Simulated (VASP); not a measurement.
Write the native input for VASP 6.6.1 that does the following.

* Task: relaxation of cell and atoms
* Functional: PBE
* Potentials or basis: VASP PAW PBE potentials, release 64 (Ga_d, P, As)
* Cutoff: 600 eV
* k mesh: 6 × 6 × 6
* Occupations: gaussian, width 0.02 eV
* Spin: no spin polarisation
* Dipole correction: no
* Further INCAR settings: ALGO = Normal; EDIFF = 1e-06; IBRION = 2; EDIFFG = -0.01; NSW = 100; ISIF = 3

The structure of Ga4AsP3 lies in POSCAR:

```
Ga4AsP3
1.0
    5.5637786000      0.0000000000      0.0000000000
    0.0000000000      5.5637786000      0.0000000000
    0.0000000000      0.0000000000      5.5637786000
Ga P As
4 3 1
Direct
    0.7545030000      0.7545030000      0.2454970000
    0.7545030000      0.2454970000      0.7545030000
    0.2454970000      0.7545030000      0.7545030000
    0.2454970000      0.2454970000      0.2454970000
    0.5000000000      0.0000000000      0.0000000000
    0.0000000000      0.5000000000      0.0000000000
    0.0000000000      0.0000000000      0.5000000000
    0.5000000000      0.5000000000      0.5000000000
```

These files were run (other wordings do the same):

INCAR

```
  PREC = Accurate
  ENCUT = 600
  EDIFF = 1E-6
  ISMEAR = 0
  SIGMA = 0.02
  LREAL = F
  LASPH = T
  NELM = 60
  ALGO = Normal
  ISIF = 3
  LWAVE = F
  LCHARG = F
  GGA = PE
  IBRION = 2
  NSW = 100
  EDIFFG = -0.01
```

KPOINTS

```
regular mesh
0
Gamma
  6 6 6
```

Potentials or basis: VASP PAW PBE potentials, release 64 (Ga_d, P, As).

The run is started by

```bash
$ cat potpaw_PBE.64/Ga_d/POTCAR potpaw_PBE.64/P/POTCAR potpaw_PBE.64/As/POTCAR > POTCAR
$ mpirun -np 1 vasp_std > vasp.out
```

It gave:

```yaml
Pressure_after_relaxing: 0.1 GPa
Largest_force_after_relaxing: 0.003 eV/Å
Band_gap_on_the_k_mesh: 1.16 eV
```

Caveat: the relaxation stopped at its first step, so nothing moved.

It took 70 s on 1 thread of Intel(R) Xeon(R) Platinum 8559C (Emerald Rapids) (shared host), peak memory 0.42 GiB.
